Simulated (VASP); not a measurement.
Write the native input for VASP 6.6.1 that does the following.

```yaml
Task: single point
Functional: PBE
Potentials_or_basis: VASP PAW PBE potentials, release 64 (Mo_sv, S)
Cutoff: 520 eV
k_mesh: 10 × 10 × 10
Occupations: fermi-dirac, width 0.05 eV
Spin: no spin polarisation
Dipole_correction: no
Further_INCAR_settings: ALGO = Normal; EDIFF = 1e-06; NBANDS = 20
```

The structure of MoS2 lies in POSCAR:

```
MoS2
1.0
    1.6007918580      0.9242176101      6.2309303335
   -1.6007918580      0.9242176101      6.2309303335
    0.0000000000     -1.8484352203      6.2309303335
Mo S
1 2
Direct
    0.0000000000      0.0000000000      0.0000000000
    0.4170000000      0.4170000000      0.4170000000
    0.2500000000      0.2500000000      0.2500000000
```

The input as run:

INCAR

```
ALGO     = Normal         # electronic algorithm
EDIFF    = 1E-6           # SCF threshold, eV
ENCUT    = 520            # plane-wave cutoff, eV
GGA      = PE             # functional
ISIF     = 2              # what is computed and relaxed
ISMEAR   = -1             # smearing method
LASPH    = True           # aspherical terms in the spheres
LCHARG   = False          # write CHGCAR
LREAL    = False          # projectors in reciprocal space
LWAVE    = False          # write WAVECAR
NBANDS   = 20             # bands
NELM     = 60             # most SCF steps
PREC     = Accurate       # precision mode
SIGMA    = 0.05           # smearing width, eV
```

KPOINTS

```
k-points
0
Gamma
  10 10 10
```

Potentials or basis: VASP PAW PBE potentials, release 64 (Mo_sv, S).

The run is started by

```console
$ cat potpaw_PBE.64/Mo_sv/POTCAR potpaw_PBE.64/S/POTCAR > POTCAR
$ mpirun -np 1 vasp_std > vasp.out
```

Results of the run:

- Pressure: -0.7 GPa
- Largest force: 0.210 eV/Å
- Band gap on the k mesh: 0.99 eV (least direct gap 1.86 eV)

It took 5.6 min on 1 thread of Intel(R) Xeon(R) Platinum 8375C CPU @ 2.90GHz (Ice Lake) (shared host), peak memory 0.38 GiB.
